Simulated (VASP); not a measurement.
# AlN (R-3m) in VASP: a series of runs

Runs on AlN. Level: LDA. Tasks: single point.

Everything below comes from runs of VASP 6.6.1. Logs are shortened: lines on timing, memory, paths and dates and some standing lists are left out, and cuts for length are marked.

### Step 1. The cell of the first run

The structure is trigonal, space group R-3m (No. 166). Conventional cell: a = 2.783 Å, b = 2.783 Å, c = 6.921 Å, α = 90.00°, β = 90.00°, γ = 120.00°. Al (site symmetry -3m) has 6 N at 1.98 Å within 2.6 Å. Within 2.6 Å of N (site symmetry -3m) lie 6 Al at 1.98 Å.

### Step 2. Single point, LDA (equal xy, yz and zx shear strains of +1 %)

Contents of INCAR:

```
ALGO = Normal
EDIFF = 1E-6
ENCUT = 520
GGA = CA
ISIF = 2
ISMEAR = -1
LASPH = T
LCHARG = F
LREAL = F
LWAVE = F
NBANDS = 11
NELM = 80
PREC = Accurate
SIGMA = 0.01
```

Contents of KPOINTS:

```
k-points
0
Gamma
  12 12 12
```

Contents of POSCAR:

```
AlN
1.0
    0.0197800000      1.9878900000      1.9878900000
    1.9878900000      0.0197800000      1.9878900000
    1.9878900000      1.9878900000      0.0197800000
Al N
1 1
Direct
    0.0000000000      0.0000000000      0.0000000000
    0.5000000000      0.5000000000      0.5000000000
```

Potentials or basis: VASP PAW LDA potentials, release 64 (Al, N).

Run with:

```bash
$ cat potpaw_LDA.64/Al/POTCAR potpaw_LDA.64/N/POTCAR > POTCAR
$ mpirun -np 1 vasp_std > vasp.out
```

OUTCAR:

```text
EDIFF = 1E-6
   ENCUT = 520
   GGA = CA
   ISIF = 2
   ISMEAR = -1
   LASPH = T
   LREAL = F
   NELM = 80
   PREC = Accurate

 ion  position               nearest neighbor table
   1  0.000  0.000  0.000-   2 1.98   2 1.98   2 1.98   2 1.98   2 1.98   2 1.98
   2  0.500  0.500  0.500-   1 1.98   1 1.98   1 1.98   1 1.98   1 1.98   1 1.98

  LATTYP: Found a trigonal (rhomboedric) cell.
 ALAT       =     2.8113705826
 COS(alpha) =     0.5099250056

  Lattice vectors:

 A1 = (   0.0197800000,   1.9878900000,   1.9878900000)
 A2 = (   1.9878900000,   0.0197800000,   1.9878900000)
 A3 = (   1.9878900000,   1.9878900000,   0.0197800000)

Analysis of symmetry for initial positions (statically):
=====================================================================
 Subroutine PRICEL returns:
 Original cell was already a primitive cell.

 Routine SETGRP: Setting up the symmetry group for a
 trigonal (rhombohedral) supercell.

 Subroutine GETGRP returns: Found 12 space group operations
 (whereof 12 operations were pure point group operations)
 out of a pool of 12 trial point group operations.

The static configuration has the point symmetry D_3d.

Analysis of symmetry for dynamics (positions and initial velocities):
=====================================================================
 Subroutine PRICEL returns:
 Original cell was already a primitive cell.

 Routine SETGRP: Setting up the symmetry group for a
 trigonal (rhombohedral) supercell.

 Subroutine GETGRP returns: Found 12 space group operations
 (whereof 12 operations were pure point group operations)
 out of a pool of 12 trial point group operations.

The dynamic configuration has the point symmetry D_3d.

 Subroutine INISYM returns: Found 12 space group operations
 (whereof 12 operations are pure point group operations),
 and found     1 'primitive' translations

----------------------------------------------------------------------------------------

                                     Primitive cell

  volume of cell :      15.4766

  direct lattice vectors                    reciprocal lattice vectors
     0.019780000  1.987890000  1.987890000    -0.255308518  0.252793163  0.252793163
     1.987890000  0.019780000  1.987890000     0.252793163 -0.255308518  0.252793163
     1.987890000  1.987890000  0.019780000     0.252793163  0.252793163 -0.255308518

  length of vectors
     2.811370583  2.811370583  2.811370583     0.439307644  0.439307644  0.439307644

  position of ions in fractional coordinates (direct lattice)
     0.000000000  0.000000000  0.000000000
     0.500000000  0.500000000  0.500000000

  ion indices of the primitive-cell ions
   primitive index   ion index
                 1           1
                 2           2

----------------------------------------------------------------------------------------

 KPOINTS: k-points

Automatic generation of k-mesh.
 Grid dimensions read from file:
 generate k-points for:   12   12   12

 Generating k-lattice:

  Cartesian coordinates                     Fractional coordinates (reciprocal lattice)
    -0.021275710  0.021066097  0.021066097     0.083333333  0.000000000  0.000000000
     0.021066097 -0.021275710  0.021066097     0.000000000  0.083333333  0.000000000
     0.021066097  0.021066097 -0.021275710     0.000000000  0.000000000  0.083333333

  Length of vectors
     0.036608970  0.036608970  0.036608970

  Shift w.r.t. Gamma in fractional coordinates (k-lattice)
     0.000000000  0.000000000  0.000000000

 Subroutine IBZKPT returns following result:
 ===========================================

 Found    189 irreducible k-points:

 Following reciprocal coordinates:
            Coordinates               Weight
  0.000000  0.000000  0.000000      1.000000
  0.083333  0.000000  0.000000      6.000000
  0.166667  0.000000 -0.000000      6.000000
  0.250000  0.000000 -0.000000      6.000000
  0.333333  0.000000 -0.000000      6.000000
  0.416667 -0.000000 -0.000000      6.000000
[... 16 lines left out ...]
  0.500000  0.166667 -0.000000     12.000000
 -0.416667  0.166667  0.000000     12.000000
 [... further k-points ...]
   k-points           NKPTS =    189   k-points in BZ     NKDIM =    189   number of bands    NBANDS=     11
   number of dos      NEDOS =    301   number of ions     NIONS =      2
   total plane-waves  NPLWV =  13824
   dimension x,y,z NGX =    24 NGY =   24 NGZ =   24
   dimension x,y,z NGXF=    48 NGYF=   48 NGZF=   48
   ions per type =               1   1
   NGX,Y,Z   is equivalent  to a cutoff of  14.19, 14.19, 14.19 a.u.
   NGXF,Y,Z  is equivalent  to a cutoff of  28.38, 28.38, 28.38 a.u.
 SYSTEM =  unknown system
   PREC   = accura    normal or accurate (medium, high low for compatibility)
   ISTART =      0    job   : 0-new  1-cont  2-samecut
   ICHARG =      2    charge: 1-file 2-atom 10-const
   ISPIN  =      1    spin polarized calculation?
   LNONCOLLINEAR =      F non collinear calculations
   LSORBIT =      F    spin-orbit coupling
   LASPH  =      T    aspherical Exc in radial PAW
   ENCUT  =  520.0 eV  38.22 Ry    6.18 a.u.   5.23  5.23  5.23*2*pi/ulx,y,z
   NELM   =     80;   NELMIN=  2; NELMDL= -5     # of ELM steps
   EDIFF  = 0.1E-05   stopping-criterion for ELM
   LREAL  =      F    real-space projection
   EDIFFG = 0.1E-04   stopping-criterion for IOM
   NSW    =      0    number of steps for IOM
   IBRION =     -1    ionic relax: 0-MD 1-quasi-New 2-CG
   NFREE  =      0    steps in history (QN), initial steepest desc. (CG)
   ISIF   =      2    stress and relaxation
   ISYM   =      2    0-nonsym 1-usesym 2-fastsym
   POTIM  = 0.5000    time-step for ionic-motion
   TEBEG  =    0.0;   TEEND  =   0.0 temperature during run
   PSTRESS=    0.0 pullay stress
   NELECT =       8.0000    total number of electrons
   NUPDOWN=      -1.0000    fix difference up-down
   EMIN   =  10.00;   EMAX   =-10.00  energy-range for DOS
   EFERMI =   0.00;   METHOD = LEGACY
   ISMEAR =    -1;   SIGMA  =   0.01  broadening in eV -4-tet -1-fermi 0-gaus
   EFERMI_NEDOS =   21; number of points for ismear=-14 and -15
   IALGO  =     38    algorithm
   IMIX   =      4    mixing-type and parameters
     AMIX     =   0.40;   BMIX     =  1.00
     AMIX_MAG =   1.60;   BMIX_MAG =  1.00
  volume/ion in A,a.u.               =       7.74        52.22
  Fermi-wavevector in a.u.,A,eV,Ry     =   1.313851  2.482818 23.486428  1.726204
  Thomas-Fermi vector in A             =   2.444145
   LORBIT       =      0    0 simple, 1 ext, 2 COOP (PROOUT), +10 PAW based schemes
   GGA     = CA    functional components
   LHFCALC =     F    Hartree Fock is set to
   AEXX    =    0.0000 exact exchange contribution
   IVDW    =     0    specifies the selected vdW correction
   LEPSILON=     F    determine dielectric tensor
   LRPA    =     F    only Hartree local field effects (RPA)
 non-spin polarized calculation
  energy-cutoff  :      520.00
  volume of cell :       15.48
 maximum number of plane-waves:       430
 NGX is ok and might be reduce to    24
   NGX = 11   NGY = 11   NGZ = 11

 number of electron       8.0000000 magnetization

 Free energy of the ion-electron system (eV)
  ---------------------------------------------------
  ext. energy  EPLUGINS =         0.00000000
  ---------------------------------------------------
  free energy    TOTEN  =       -16.19753795 eV

  energy without entropy =      -16.19753795  energy(sigma->0) =      -16.19753795

 E-fermi :  10.9499     XC(G=0): -12.8840

 val. band max:       10.6636293805   @ k =   0.0000   0.0000   0.0000
 cond. band min:      15.5065809898   @ k =   0.5000   0.5000  -0.0000
 fundamental gap:      4.8429516093
 Fermi energy:        10.9499459953

 k-point     1 :       0.0000    0.0000    0.0000
  band No.  band energies     occupation
      1      -7.4327      2.00000
      2      10.4383      2.00000
      3      10.6636      2.00000
      4      10.6636      2.00000
      5      17.3247      0.00000
      6      22.5131      0.00000
      7      22.9704      0.00000
      8      22.9704      0.00000
      9      28.2000      0.00000
     10      28.7046      0.00000
     11      28.7046      0.00000

 k-point     2 :       0.0833    0.0000    0.0000
  band No.  band energies     occupation
      1      -7.2783      2.00000
      2       9.9075      2.00000
      3      10.3746      2.00000
      4      10.5625      2.00000
      5      17.7279      0.00000
      6      22.1915      0.00000
      7      22.8293      0.00000
      8      23.2027      0.00000
      9      27.4423      0.00000
     10      27.5528      0.00000
     11      29.3026      0.00000

 k-point     3 :       0.1667    0.0000   -0.0000
  band No.  band energies     occupation
      1      -6.8234      2.00000
      2       8.2169      2.00000
      3      10.1184      2.00000
      4      10.3024      2.00000
      5      18.2242      0.00000
      6      21.6165      0.00000
      7      23.2632      0.00000
      8      23.5551      0.00000
      9      26.4116      0.00000
     10      26.6819      0.00000
     11      29.1529      0.00000

 k-point     4 :       0.2500    0.0000   -0.0000
  band No.  band energies     occupation
      1      -6.0976      2.00000
      2       6.1716      2.00000
      3       9.8087      2.00000
      4       9.9790      2.00000
      5      17.9795      0.00000
      6      22.2705      0.00000
      7      23.0511      0.00000
      8      23.2281      0.00000
      9      26.9096      0.00000
     10      27.3534      0.00000
     11      28.4130      0.00000
[... 239 lines left out ...]
 k-point    22 :       0.4167    0.1667    0.0000
  band No.  band energies     occupation
      1      -4.4258      2.00000
      2       3.8987      2.00000
      3       8.1133      2.00000
      4       8.7355      2.00000
      5      18.0951      0.00000
      6      20.7578      0.00000
      7      22.3990      0.00000
      8      23.9193      0.00000
      9      27.8929      0.00000
     10      31.3702      0.00000
     11      32.0291      0.00000

 k-point    23 :       0.5000    0.1667   -0.0000
  band No.  band energies     occupation
      1      -3.6481      2.00000
      2       2.6785      2.00000
      3       7.6324      2.00000
      4       8.7611      2.00000
      5      18.0900      0.00000
      6      20.5071      0.00000
      7      23.3052      0.00000
      8      23.6539      0.00000
      9      28.7304      0.00000
     10      31.2778      0.00000
     11      32.4680      0.00000

 k-point    24 :      -0.4167    0.1667    0.0000
  band No.  band energies     occupation
      1      -3.5007      2.00000
      2       2.4771      2.00000
      3       7.3433      2.00000
      4       8.9498      2.00000
      5      18.3386      0.00000
      6      20.4773      0.00000
      7      22.9604      0.00000
      8      24.0024      0.00000
      9      29.5986      0.00000
     10      30.7599      0.00000
     11      31.3614      0.00000

 [... further k-points ...]
[... 5 lines left out ...]
  --------------------------------------------------------------------------------------
  -------------------------------------------------------------------------------------
  Total        1.2816797      1.2816797      1.2816797     -0.3376396     -0.3376396     -0.3376396
  in kB      132.6825151    132.6825151    132.6825151    -34.9532517    -34.9532517    -34.9532517
  external PRESSURE =     132.6825151 kB  Pullay stress =       0.0000000 kB

 VOLUME and BASIS-vectors are now :
 -----------------------------------------------------------------------------
  energy-cutoff  :      520.00
  volume of cell :       15.48
      direct lattice vectors                 reciprocal lattice vectors
     0.019780000  1.987890000  1.987890000    -0.255308518  0.252793163  0.252793163
     1.987890000  0.019780000  1.987890000     0.252793163 -0.255308518  0.252793163
     1.987890000  1.987890000  0.019780000     0.252793163  0.252793163 -0.255308518

 POSITION                                       TOTAL-FORCE (eV/Angst)
 -----------------------------------------------------------------------------------
      0.00000      0.00000      0.00000        -0.000000      0.000000     -0.000000
      1.99778      1.99778      1.99778         0.000000     -0.000000      0.000000
 -----------------------------------------------------------------------------------
    total drift:                               -0.000000     -0.000000      0.000000

  FREE ENERGIE OF THE ION-ELECTRON SYSTEM (eV)
  ---------------------------------------------------
  free  energy   TOTEN  =       -16.1975379468 eV

  energy  without entropy=      -16.1975379468  energy(sigma->0) =      -16.19753795
```

Run time: 22 s. Hardware: 1 thread of Intel Xeon Platinum 8259CL at 2.50GHz (Skylake/Cascade Lake), shared host; peak memory 0.14 GiB.

What came out:

| Quantity | Value |
| --- | --- |
| Free energy | -16.1975 eV |
| Pressure | 13.3 GPa |
| Band gap on the k mesh | 4.84 eV, indirect (least direct gap 6.66 eV) |

Caveat: the cell differs from its parent crystal (equal xy, yz and zx shear strains of +1 %). A k mesh can miss the band edges.

### Step 3. Single point, LDA (equal xy, yz and zx shear strains of +2 %)

Contents of INCAR:

```
  PREC = Accurate
  ENCUT = 520
  EDIFF = 1E-6
  ISMEAR = -1
  SIGMA = 0.01
  LREAL = F
  LASPH = T
  NELM = 100
  ALGO = Normal
  ISIF = 2
  LWAVE = F
  LCHARG = T
  GGA = CA
  LELF = T
  LVHAR = T
  NBANDS = 11
```

Contents of KPOINTS:

```
regular mesh
0
Gamma
  12 12 12
```

Contents of POSCAR:

```
AlN
1.0
    0.0395600000      1.9977800000      1.9977800000
    1.9977800000      0.0395600000      1.9977800000
    1.9977800000      1.9977800000      0.0395600000
Al N
1 1
Direct
    0.0000000000      0.0000000000      0.0000000000
    0.5000000000      0.5000000000      0.5000000000
```

Potentials or basis: VASP PAW LDA potentials, release 64 (Al, N).

Run with:

```bash
$ cat potpaw_LDA.64/Al/POTCAR potpaw_LDA.64/N/POTCAR > POTCAR
$ mpirun -np 1 vasp_std > vasp.out
```

OUTCAR:

```text
PREC = Accurate
   ENCUT = 520
   EDIFF = 1E-6
   ISMEAR = -1
   LREAL = F
   LASPH = T
   NELM = 100
   ISIF = 2
   GGA = CA

 ion  position               nearest neighbor table
   1  0.000  0.000  0.000-   2 1.98   2 1.98   2 1.98   2 1.98   2 1.98   2 1.98
   2  0.500  0.500  0.500-   1 1.98   1 1.98   1 1.98   1 1.98   1 1.98   1 1.98

  LATTYP: Found a trigonal (rhomboedric) cell.
 ALAT       =     2.8255645189
 COS(alpha) =     0.5197000882

  Lattice vectors:

 A1 = (   0.0395600000,   1.9977800000,   1.9977800000)
[... 513 lines left out ...]
      6      20.4716      0.00000
      7      22.8703      0.00000
      8      24.0476      0.00000
      9      29.6951      0.00000
     10      30.6361      0.00000
     11      31.5154      0.00000

 [... further k-points ...]
[... 5 lines left out ...]
  --------------------------------------------------------------------------------------
  -------------------------------------------------------------------------------------
  Total        1.2936682      1.2936682      1.2936682     -0.6842249     -0.6842249     -0.6842249
  in kB      133.9535051    133.9535051    133.9535051    -70.8484018    -70.8484018    -70.8484018
  external PRESSURE =     133.9535051 kB  Pullay stress =       0.0000000 kB

 VOLUME and BASIS-vectors are now :
 -----------------------------------------------------------------------------
  energy-cutoff  :      520.00
  volume of cell :       15.47
      direct lattice vectors                 reciprocal lattice vectors
     0.039560000  1.997780000  1.997780000    -0.257837199  0.252830652  0.252830652
     1.997780000  0.039560000  1.997780000     0.252830652 -0.257837199  0.252830652
     1.997780000  1.997780000  0.039560000     0.252830652  0.252830652 -0.257837199

 POSITION                                       TOTAL-FORCE (eV/Angst)
 -----------------------------------------------------------------------------------
      0.00000      0.00000      0.00000        -0.000000      0.000000     -0.000000
      2.01756      2.01756      2.01756         0.000000     -0.000000      0.000000
 -----------------------------------------------------------------------------------
    total drift:                               -0.000000     -0.000000      0.000000

  FREE ENERGIE OF THE ION-ELECTRON SYSTEM (eV)
  ---------------------------------------------------
  free  energy   TOTEN  =       -16.1820589993 eV

  energy  without entropy=      -16.1820589993  energy(sigma->0) =      -16.18205900
```

Wall time 21 s (1 thread of Intel Xeon Platinum 8259CL at 2.50GHz (Skylake/Cascade Lake), shared host); peak memory 0.14 GiB.

What came out:

* Free energy: -16.1821 eV
* Pressure: 13.4 GPa
* Band gap on the k mesh: 4.60 eV, indirect (least direct gap 6.54 eV)

Caveat: the cell differs from its parent crystal (equal xy, yz and zx shear strains of +2 %). A k mesh can miss the band edges.
